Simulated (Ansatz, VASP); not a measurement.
One calculation of BiTe, two programs

POSCAR

```
BiTe
1.0
    0.0000000000      3.2350000000      3.2350000000
    3.2350000000      0.0000000000      3.2350000000
    3.2350000000      3.2350000000      0.0000000000
Bi Te
1 1
Direct
    0.0000000000      0.0000000000      0.0000000000
    0.5000000000      0.5000000000      0.5000000000
```

INCAR.step1

```
SYSTEM = BiTe
PREC = Accurate ; ENCUT = 520
ISMEAR = -5 ; SIGMA = 0.05
LREAL = .False. ; LASPH = .True.
NELM = 150 ; ISPIN = 2
MAGMOM = 0.5 0 ; NBANDS = 22
GGA = PE ; ALGO = Normal
EDIFF = 1E-4 ; LWAVE = .True.
LCHARG = .False.
```

The input INCAR.step2:

```
SYSTEM = BiTe
PREC = Accurate ; ENCUT = 520
EDIFF = 1E-7 ; ISMEAR = -5
SIGMA = 0.05 ; LREAL = .False.
LASPH = .True. ; NELM = 150
ALGO = Normal ; ISIF = 2
LWAVE = .False. ; LCHARG = .False.
ISPIN = 2 ; MAGMOM = 0.5 0
LORBIT = 11 ; METAGGA = R2SCAN
LMIXTAU = .True. ; LUSE_VDW = .True.
IVDW_NL = 2 ; BPARAM = 11.95
CPARAM = 0.0093 ; NBANDS = 22
ISTART = 1
```

Contents of KPOINTS:

```
Automatic mesh
0
Gamma
  7 7 7
  0 0 0
```

Contents of input.yaml:

```yaml
crystal:
  lattice:
    - [0.0, 3.235, 3.235]
    - [3.235, 0.0, 3.235]
    - [3.235, 3.235, 0.0]
  atoms:
    - { symbol: Bi, position: [0.0, 0.0, 0.0], spin: 0.5 }
    - { symbol: Te, position: [0.5, 0.5, 0.5] }
hamiltonian:
  xc: r2scan
  pseudopotentials: { kind: paw, partial_waves: polarizable }
  dispersion: rvv10
magnetization:
  spin_polarized: true
kpoints:
  mp_grid: { grid: [7, 7, 7] }
scf:
  occupations: { method: tetrahedron }
output:
  forces: true
  stress: true
  write_density: true
  write_potential: true
  elf: true
  volumetric_format: npy
```

Alike in both runs: functional r2SCAN; dispersion rVV10; k mesh 7 × 7 × 7; occupations tetrahedron; collinear spin.

```csv
,VASP,Ansatz
version,VASP 6.6.1,Ansatz 0.2.0
potentials or method,"VASP PAW PBE potentials, release 64 (Bi_d, Te)",Ansatz PAW polarizable
plane-wave cutoff (eV),520,500
valence electrons in the cell,21,31
task,single point,electrostatic potential
```

```tsv
	VASP	Ansatz	Ansatz less VASP
gap on the k mesh at the Fermi level (eV)	none	none	-
pressure (GPa)	-0.9	-1.1	-0.18
net moment per atom (μB)	0.00	0.00	0.000
```

VASP's potentials were made for PBE, not for r2SCAN. A gap of «none» marks a metal or a gap that the smearing closes. VASP's potentials hold 21 valence electrons a cell and Ansatz's 31, so a difference there can come from the potentials and not from the codes.

Spin-orbit coupling is off throughout.
